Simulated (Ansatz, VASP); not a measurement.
# PbS: VASP beside Ansatz

POSCAR

```
PbS
1.0
    0.0000000000      2.9650000000      2.9650000000
    2.9650000000      0.0000000000      2.9650000000
    2.9650000000      2.9650000000      0.0000000000
Pb S
1 1
Direct
    0.0000000000      0.0000000000      0.0000000000
    0.4156829680      0.4156829680      0.5843170320
```

File INCAR.step1:

```
PREC     = Accurate       # precision mode
ENCUT    = 520            # plane-wave cutoff, eV
ISMEAR   = 0              # smearing method
SIGMA    = 0.05           # smearing width, eV
LREAL    = F              # projectors in reciprocal space
LASPH    = T              # aspherical terms in the spheres
NELM     = 60             # most SCF steps
NBANDS   = 17             # bands
GGA      = PE             # functional
ALGO     = Normal         # electronic algorithm
EDIFF    = 1E-4           # SCF threshold, eV
LWAVE    = T              # write WAVECAR
LCHARG   = F              # write CHGCAR
```

Contents of INCAR.step2:

```
PREC     = Accurate       # precision mode
ENCUT    = 520            # plane-wave cutoff, eV
EDIFF    = 1E-7           # SCF threshold, eV
ISMEAR   = 0              # smearing method
SIGMA    = 0.05           # smearing width, eV
LREAL    = F              # projectors in reciprocal space
LASPH    = T              # aspherical terms in the spheres
NELM     = 60             # most SCF steps
ALGO     = Normal         # electronic algorithm
ISIF     = 2              # what is computed and relaxed
LWAVE    = F              # write WAVECAR
LCHARG   = F              # write CHGCAR
METAGGA  = R2SCAN         # meta-GGA
LMIXTAU  = T            
NBANDS   = 17             # bands
ISTART   = 1
```

Contents of KPOINTS:

```
Automatic mesh
0
Gamma
  8 8 8
```

Input for Ansatz:

```yaml
crystal:
  lattice:
    - [0.0, 2.965, 2.965]
    - [2.965, 0.0, 2.965]
    - [2.965, 2.965, 0.0]
  atoms:
    - { symbol: Pb, position: [0.0, 0.0, 0.0] }
    - { symbol: S, position: [0.415682968, 0.415682968, 0.584317032] }
basis:
  ecutwfc: 500
kpoints:
  mp_grid: { grid: [8, 8, 8] }
hamiltonian:
  xc: r2scan
scf:
  occupations: { method: gaussian, width: 0.05 }
output:
  forces: true
  stress: true
  eigenvalues: true
```

Change from the starting cell: all S atoms moved -0.500 Å, as atom 2 along Cartesian [0 0 1].

Alike in both runs: task single point; functional r2SCAN; k mesh 8 × 8 × 8; occupations gaussian, width 0.05 eV; no spin polarisation.

|  | VASP | Ansatz |
| --- | --- | --- |
| version | VASP 6.6.1 | Ansatz 0.2.0 |
| potentials or method | VASP PAW PBE potentials, release 64 (Pb_d, S), cutoff 520 eV | scalar-relativistic, plane waves, PAW |
| valence electrons in the cell | 20 | 20 |

|  | VASP | Ansatz | Ansatz less VASP |
| --- | --- | --- | --- |
| gap on the k mesh at the Fermi level (eV) | 1.69 | 1.69 | -0.001 |
| least direct gap on the mesh (eV) | 1.69 | 1.69 | -0.001 |
| pressure (GPa) | 6.1 | 6.1 | +0.02 |
| traceless stress, the component that is largest in VASP (GPa) | 8.14 | 8.16 | +0.018 |
| rms of the force components (eV/Å) | 1.018 | 1.016 | -0.0020 |

VASP's potentials were made for PBE, not for r2SCAN. Atom by atom the forces differ by 0.002 eV/Å (rms over components).

Spin-orbit coupling is off throughout.
